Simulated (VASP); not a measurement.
# Rh (P6_3/mmc) in VASP: notebook

Runs on Rh. Level: PBEsol. Tasks: single point.

Everything below comes from runs of VASP 6.6.1. Logs are shortened: lines on timing, memory, paths and dates and some standing lists are left out, and cuts for length are marked.

### 1 The cell of the first run

It takes space group P6_3/mmc (No. 194, hexagonal). The conventional cell has a = 2.755 Å, b = 2.755 Å, c = 4.618 Å, α = 90.00°, β = 90.00°, γ = 120.00°. Rh (site symmetry -6m2) has 12 Rh at 2.76 to 2.80 Å within 3.6 Å.

### 2 Single point, PBEsol (volume 15.180 Å^3 an atom, c/a of the conventional cell 1.6762)

INCAR reads:

```
SYSTEM = Rh
  ALGO = Fast
  EDIFF = 1E-6
  ENCUT = 520
  GGA = PS
  ISIF = 2
  ISMEAR = 0
  LASPH = .TRUE.
  LCHARG = .TRUE.
  LELF = .TRUE.
  LREAL = .FALSE.
  LVHAR = .TRUE.
  LWAVE = .FALSE.
  NBANDS = 22
  NELM = 60
  PREC = Accurate
  SIGMA = 0.15
```

KPOINTS reads:

```
k-points
0
G
  21 21 12
  0 0 0
```

POSCAR reads:

```
Rh
1.0
    2.7551702039      0.0000000000      0.0000000000
   -1.3775851019      2.3860473883      0.0000000000
    0.0000000000      0.0000000000      4.6182162957
Rh
2
Direct
    0.6666666667      0.3333333333      0.7500000000
    0.3333333333      0.6666666667      0.2500000000
```

Potentials or basis: VASP PAW PBE potentials, release 64 (Rh_pv).

The run is started by

```bash
cat potpaw_PBE.64/Rh_pv/POTCAR > POTCAR
mpirun -np 1 vasp_std > vasp.out
```

OUTCAR:

```text
SYSTEM = Rh
   EDIFF = 1E-6
   ENCUT = 520
   GGA = PS
   ISIF = 2
   ISMEAR = 0
   LASPH = .TRUE.
   LREAL = .FALSE.
   NELM = 60
   PREC = Accurate

 ion  position               nearest neighbor table
   1  0.667  0.333  0.750-   2 2.80   2 2.80   2 2.80   2 2.80   2 2.80   2 2.80
   2  0.333  0.667  0.250-   1 2.80   1 2.80   1 2.80   1 2.80   1 2.80   1 2.80

  LATTYP: Found a hexagonal cell.
 ALAT       =     2.7551702039
 C/A-ratio  =     1.6762000000

  Lattice vectors:

 A1 = (   2.7551702039,   0.0000000000,   0.0000000000)
 A2 = (  -1.3775851019,   2.3860473883,   0.0000000000)
 A3 = (   0.0000000000,   0.0000000000,   4.6182162957)

Analysis of symmetry for initial positions (statically):
=====================================================================
 Subroutine PRICEL returns:
 Original cell was already a primitive cell.

 Routine SETGRP: Setting up the symmetry group for a
 hexagonal supercell.

 Subroutine GETGRP returns: Found 24 space group operations
 (whereof 12 operations were pure point group operations)
 out of a pool of 24 trial point group operations.

The static configuration has the point symmetry D_3d.
 The point group associated with its full space group is D_6h.

Analysis of symmetry for dynamics (positions and initial velocities):
=====================================================================
 Subroutine PRICEL returns:
 Original cell was already a primitive cell.

 Routine SETGRP: Setting up the symmetry group for a
 hexagonal supercell.

 Subroutine GETGRP returns: Found 24 space group operations
 (whereof 12 operations were pure point group operations)
 out of a pool of 24 trial point group operations.

The dynamic configuration has the point symmetry D_3d.
 The point group associated with its full space group is D_6h.

 Subroutine INISYM returns: Found 24 space group operations
 (whereof 12 operations are pure point group operations),
 and found     1 'primitive' translations

----------------------------------------------------------------------------------------

                                     Primitive cell

  volume of cell :      30.3600

  direct lattice vectors                    reciprocal lattice vectors
     2.755170204  0.000000000  0.000000000     0.362953983  0.209551580  0.000000000
    -1.377585102  2.386047388  0.000000000     0.000000000  0.419103160  0.000000000
     0.000000000  0.000000000  4.618216296     0.000000000  0.000000000  0.216533817

  length of vectors
     2.755170204  2.755170204  4.618216296     0.419103160  0.419103160  0.216533817

  position of ions in fractional coordinates (direct lattice)
     0.666666667  0.333333333  0.750000000
     0.333333333  0.666666667  0.250000000

  ion indices of the primitive-cell ions
   primitive index   ion index
                 1           1
                 2           2

----------------------------------------------------------------------------------------

 KPOINTS: k-points

Automatic generation of k-mesh.
 Grid dimensions read from file:
 generate k-points for:   21   21   12

 Generating k-lattice:

  Cartesian coordinates                     Fractional coordinates (reciprocal lattice)
     0.017283523  0.009978647  0.000000000     0.047619048  0.000000000  0.000000000
     0.000000000  0.019957293  0.000000000     0.000000000  0.047619048  0.000000000
     0.000000000  0.000000000  0.018044485     0.000000000  0.000000000  0.083333333

  Length of vectors
     0.019957293  0.019957293  0.018044485

  Shift w.r.t. Gamma in fractional coordinates (k-lattice)
     0.000000000  0.000000000  0.000000000

 Subroutine IBZKPT returns following result:
 ===========================================

 Found    336 irreducible k-points:

 Following reciprocal coordinates:
            Coordinates               Weight
  0.000000  0.000000  0.000000      1.000000
  0.047619 -0.000000  0.000000      6.000000
  0.095238  0.000000  0.000000      6.000000
  0.142857  0.000000  0.000000      6.000000
  0.190476  0.000000  0.000000      6.000000
  0.238095 -0.000000  0.000000      6.000000
[... 16 lines left out ...]
  0.142857  0.095238  0.000000     12.000000
  0.190476  0.095238  0.000000     12.000000
 [... further k-points ...]
   k-points           NKPTS =    336   k-points in BZ     NKDIM =    336   number of bands    NBANDS=     22
   number of dos      NEDOS =    301   number of ions     NIONS =      2
   total plane-waves  NPLWV =  14400
   dimension x,y,z NGX =    20 NGY =   20 NGZ =   36
   dimension x,y,z NGXF=    40 NGYF=   40 NGZF=   72
   ions per type =               2
   NGX,Y,Z   is equivalent  to a cutoff of  12.07, 12.07, 12.96 a.u.
   NGXF,Y,Z  is equivalent  to a cutoff of  24.14, 24.14, 25.92 a.u.
 SYSTEM =  Rh
   PREC   = accura    normal or accurate (medium, high low for compatibility)
   ISTART =      0    job   : 0-new  1-cont  2-samecut
   ICHARG =      2    charge: 1-file 2-atom 10-const
   ISPIN  =      1    spin polarized calculation?
   LNONCOLLINEAR =      F non collinear calculations
   LSORBIT =      F    spin-orbit coupling
   LASPH  =      T    aspherical Exc in radial PAW
   ENCUT  =  520.0 eV  38.22 Ry    6.18 a.u.   5.12  5.12  8.59*2*pi/ulx,y,z
   NELM   =     60;   NELMIN=  2; NELMDL= -5     # of ELM steps
   EDIFF  = 0.1E-05   stopping-criterion for ELM
   LREAL  =      F    real-space projection
   EDIFFG = 0.1E-04   stopping-criterion for IOM
   NSW    =      0    number of steps for IOM
   IBRION =     -1    ionic relax: 0-MD 1-quasi-New 2-CG
   NFREE  =      0    steps in history (QN), initial steepest desc. (CG)
   ISIF   =      2    stress and relaxation
   ISYM   =      2    0-nonsym 1-usesym 2-fastsym
   POTIM  = 0.5000    time-step for ionic-motion
   TEBEG  =    0.0;   TEEND  =   0.0 temperature during run
   PSTRESS=    0.0 pullay stress
   NELECT =      30.0000    total number of electrons
   NUPDOWN=      -1.0000    fix difference up-down
   EMIN   =  10.00;   EMAX   =-10.00  energy-range for DOS
   EFERMI =   0.00;   METHOD = LEGACY
   ISMEAR =     0;   SIGMA  =   0.15  broadening in eV -4-tet -1-fermi 0-gaus
   EFERMI_NEDOS =   21; number of points for ismear=-14 and -15
   IALGO  =     68    algorithm
   IMIX   =      4    mixing-type and parameters
     AMIX     =   0.40;   BMIX     =  1.00
     AMIX_MAG =   1.60;   BMIX_MAG =  1.00
  volume/ion in A,a.u.               =      15.18       102.44
  Fermi-wavevector in a.u.,A,eV,Ry     =   1.630602  3.081391 36.176030  2.658863
  Thomas-Fermi vector in A             =   2.722876
   LORBIT       =      0    0 simple, 1 ext, 2 COOP (PROOUT), +10 PAW based schemes
   GGA     = PS    functional components
   LHFCALC =     F    Hartree Fock is set to
   AEXX    =    0.0000 exact exchange contribution
   IVDW    =     0    specifies the selected vdW correction
   LEPSILON=     F    determine dielectric tensor
   LRPA    =     F    only Hartree local field effects (RPA)
 non-spin polarized calculation
 RMM-DIIS sequential band-by-band and
 Gauss-broadening in eV      SIGMA  =   0.15
  energy-cutoff  :      520.00
  volume of cell :       30.36
 maximum number of plane-waves:       836
   NGX = 11   NGY = 11   NGZ = 17

 number of electron      30.0000008 magnetization

 Free energy of the ion-electron system (eV)
  ---------------------------------------------------
  ext. energy  EPLUGINS =         0.00000000
  ---------------------------------------------------
  free energy    TOTEN  =       -15.91457494 eV

  energy without entropy =      -15.87180159  energy(sigma->0) =      -15.89318827

 E-fermi :  10.0790     XC(G=0): -13.5872

 val. band max:       10.0744883672   @ k =   0.1429   0.0000   0.5000
 cond. band min:      10.0795835178   @ k =   0.1905   0.0476   0.3333
 fundamental gap:      0.0050951506
 Fermi energy:        10.0789757059

 k-point     1 :       0.0000    0.0000    0.0000
  band No.  band energies     occupation
      1     -36.6124      2.00000
      2     -36.1847      2.00000
      3     -36.1847      2.00000
      4     -36.1283      2.00000
      5     -36.1217      2.00000
      6     -36.1217      2.00000
[... 14 lines left out ...]
     21      27.5051      0.00000
     22      28.5027      0.00000

 k-point     2 :       0.0476   -0.0000    0.0000
  band No.  band energies     occupation
      1     -36.6087      2.00000
      2     -36.1943      2.00000
      3     -36.1876      2.00000
      4     -36.1316      2.00000
      5     -36.1294      2.00000
      6     -36.1234      2.00000
[... 14 lines left out ...]
     21      27.6028      0.00000
     22      28.5502      0.00000

 k-point     3 :       0.0952    0.0000    0.0000
  band No.  band energies     occupation
      1     -36.5978      2.00000
      2     -36.2225      2.00000
      3     -36.1962      2.00000
      4     -36.1605      2.00000
      5     -36.1330      2.00000
      6     -36.1286      2.00000
[... 14 lines left out ...]
     21      27.8759      0.00000
     22      28.5194      0.00000

 k-point     4 :       0.1429    0.0000    0.0000
  band No.  band energies     occupation
      1     -36.5803      2.00000
      2     -36.2667      2.00000
      3     -36.2094      2.00000
      4     -36.2055      2.00000
      5     -36.1390      2.00000
      6     -36.1368      2.00000
[... 14 lines left out ...]
     21      28.2419      0.00000
     22      28.2753      0.00000

 k-point     5 :       0.1905    0.0000    0.0000
  band No.  band energies     occupation
      1     -36.5571      2.00000
      2     -36.3230      2.00000
      3     -36.2620      2.00000
      4     -36.2260      2.00000
      5     -36.1476      2.00000
      6     -36.1474      2.00000
[... 417 lines left out ...]
 k-point    22 :       0.0952    0.0952    0.0000
  band No.  band energies     occupation
      1     -36.5702      2.00000
      2     -36.2845      2.00000
      3     -36.2479      2.00000
      4     -36.2012      2.00000
      5     -36.1470      2.00000
      6     -36.1426      2.00000
[... 14 lines left out ...]
     21      26.9947      0.00000
     22      28.4786      0.00000

 k-point    23 :       0.1429    0.0952    0.0000
  band No.  band energies     occupation
      1     -36.5474      2.00000
      2     -36.3331      2.00000
      3     -36.2973      2.00000
      4     -36.2226      2.00000
      5     -36.1614      2.00000
      6     -36.1513      2.00000
[... 14 lines left out ...]
     21      25.9625      0.00000
     22      28.1544      0.00000

 k-point    24 :       0.1905    0.0952    0.0000
  band No.  band energies     occupation
      1     -36.5202      2.00000
      2     -36.3902      2.00000
      3     -36.3506      2.00000
      4     -36.2465      2.00000
      5     -36.1768      2.00000
      6     -36.1627      2.00000
[... 14 lines left out ...]
     21      25.1480      0.00000
     22      27.2420      0.00000

 [... further k-points ...]

------------------------ aborting loop because EDIFF is reached ----------------------------------------

  FORCE on cell =-STRESS in cart. coord.  units (eV):
  Direction    XX          YY          ZZ          XY          YZ          ZX
  --------------------------------------------------------------------------------------
  -------------------------------------------------------------------------------------
  Total       -4.1702784     -4.1702784     -5.5267731     -0.0000000     -0.0000000      0.0000000
  in kB     -220.0765991   -220.0765991   -291.6624055     -0.0000000     -0.0000000      0.0000000
  external PRESSURE =    -243.9385346 kB  Pullay stress =       0.0000000 kB

 VOLUME and BASIS-vectors are now :
 -----------------------------------------------------------------------------
  energy-cutoff  :      520.00
  volume of cell :       30.36
      direct lattice vectors                 reciprocal lattice vectors
     2.755170204  0.000000000  0.000000000     0.362953983  0.209551580  0.000000000
    -1.377585102  2.386047388  0.000000000     0.000000000  0.419103160  0.000000000
     0.000000000  0.000000000  4.618216296     0.000000000  0.000000000  0.216533817

 POSITION                                       TOTAL-FORCE (eV/Angst)
 -----------------------------------------------------------------------------------
      1.37759      0.79535      3.46366         0.000000      0.000000      0.000000
     -0.00000      1.59070      1.15455        -0.000000     -0.000000      0.000000
 -----------------------------------------------------------------------------------
    total drift:                               -0.000000      0.000000     -0.000000

  FREE ENERGIE OF THE ION-ELECTRON SYSTEM (eV)
  ---------------------------------------------------
  free  energy   TOTEN  =       -15.9145749434 eV

  energy  without entropy=      -15.8718015926  energy(sigma->0) =      -15.89318827
```

It took 78 s on 1 thread of Intel Xeon 6975P-C (Granite Rapids), shared host; peak memory 0.27 GiB.

What came out:

* Free energy: -15.9146 eV
* Pressure: -24.4 GPa
* Band gap on the k mesh: zero (band 15 reaches 10.71 eV, above the bottom of band 16 at 8.64 eV)

Stress tensor (GPa, compression positive):
```
-22.01   0.00   0.00
  0.00 -22.01   0.00
  0.00   0.00 -29.17
```

Levels at points of the mesh, in eV from the Fermi level:
```
           k point  band 12  band 13  band 14  band 15  band 16  band 17  band 18  band 19
(0.00, 0.00, 0.00)    -2.19    -2.19    -1.40    -1.40     0.16     0.16     0.49     7.18
(0.00, 0.00, 0.50)    -2.62    -2.62    -2.62    -0.34    -0.34    -0.34    -0.34    13.68
```

Caveat: the PAW data sets were made with another functional, which shifts forces and pressure a little.

### 3 Single point, PBEsol (volume 15.180 Å^3 an atom, c/a of the conventional cell 1.4272)

INCAR reads:

```
SYSTEM = Rh
PREC = Accurate ; ENCUT = 520
EDIFF = 1E-6 ; ISMEAR = 0
SIGMA = 0.15 ; LREAL = .FALSE.
LASPH = .TRUE. ; NELM = 100
ALGO = Fast ; ISIF = 2
LWAVE = .FALSE. ; LCHARG = .FALSE.
GGA = PS ; NBANDS = 22
```

KPOINTS reads:

```
regular mesh
0
G
  21 21 12
  0 0 0
```

POSCAR reads:

```
Rh
1.0
    2.9068911263      0.0000000000      0.0000000000
   -1.4534455632      2.5174415614      0.0000000000
    0.0000000000      0.0000000000      4.1487150155
Rh
2
Direct
    0.6666666667      0.3333333333      0.7500000000
    0.3333333333      0.6666666667      0.2500000000
```

Potentials or basis: VASP PAW PBE potentials, release 64 (Rh_pv).

The run is started by

```bash
cat potpaw_PBE.64/Rh_pv/POTCAR > POTCAR
mpirun -np 1 vasp_std > vasp.out
```

It took 2.4 min on 1 thread of Intel Xeon Platinum 8259CL at 2.50GHz (Skylake/Cascade Lake), shared host; peak memory 0.28 GiB.

It converged, with:

```yaml
Free_energy: -15.7932 eV
Pressure: -21.1 GPa
Band_gap_on_the_k_mesh: zero (band 15 reaches 10.48 eV, above the bottom of band 16 at 8.89 eV)
```

Stress tensor (GPa, compression positive):
```
-27.18   0.00   0.00
  0.00 -27.18   0.00
  0.00   0.00  -9.10
```

Levels at points of the mesh, in eV from the Fermi level:
| k point | band 12 | band 13 | band 14 | band 15 | band 16 | band 17 | band 18 | band 19 |
| --- | --- | --- | --- | --- | --- | --- | --- | --- |
| (0.00, 0.00, 0.00) | -2.38 | -2.01 | -2.01 | -1.82 | 0.13 | 0.13 | 2.08 | 9.44 |
| (0.00, 0.00, 0.50) | -3.08 | -2.33 | -2.33 | -0.24 | -0.24 | -0.24 | -0.24 | 14.76 |

Caveat: the PAW data sets were made with another functional, which shifts forces and pressure a little.

[end of part 1 of 2]
